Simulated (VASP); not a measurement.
A run of VASP 6.6.1 is set up as follows.

The input POSCAR:

```
TiO2
1.0
    0.0000000000      2.4470537528      2.4470537528
    2.4470537528      0.0000000000      2.4470537528
    2.4470537528      2.4470537528      0.0000000000
Ti O
1 2
Direct
    0.0000000000      0.0000000000      0.0000000000
    0.2500000000      0.2500000000      0.2500000000
    0.7500000000      0.7500000000      0.7500000000
```

Contents of INCAR.step1:

```
  PREC = Accurate
  ENCUT = 520
  ISMEAR = -1
  SIGMA = 0.1
  LREAL = F
  LASPH = T
  NELM = 100
  NBANDS = 19
  GGA = PE
  ALGO = Normal
  EDIFF = 1E-4
  LWAVE = T
  LCHARG = F
```

The input INCAR.step2:

```
  PREC = Accurate
  ENCUT = 520
  EDIFF = 1E-6
  ISMEAR = -1
  SIGMA = 0.1
  LREAL = F
  LASPH = T
  NELM = 100
  ALGO = Normal
  ISIF = 2
  LWAVE = F
  LCHARG = F
  METAGGA = R2SCAN
  LMIXTAU = T
  NBANDS = 19
  ISTART = 1
```

The input KPOINTS:

```
Automatic mesh
0
Gamma
  12 12 12
```

Potentials or basis: VASP PAW PBE potentials, release 64 (Ti_sv, O).

Run with:

```sh
$ cat potpaw_PBE.64/Ti_sv/POTCAR potpaw_PBE.64/O/POTCAR > POTCAR
$ cp INCAR.step1 INCAR
$ mpirun -np 1 vasp_std > vasp.out
$ cp INCAR.step2 INCAR
$ mpirun -np 1 vasp_std > vasp.out
```

What does it give for the pressure?

-13.8 GPa.

Predict the band gap on the k mesh.

1.47 eV, indirect (least direct gap 2.09 eV).

Caveat: the PAW data sets were made with another functional, which shifts forces and pressure a little. r2SCAN opens gaps a little over a GGA but as a rule still falls short of measured ones.
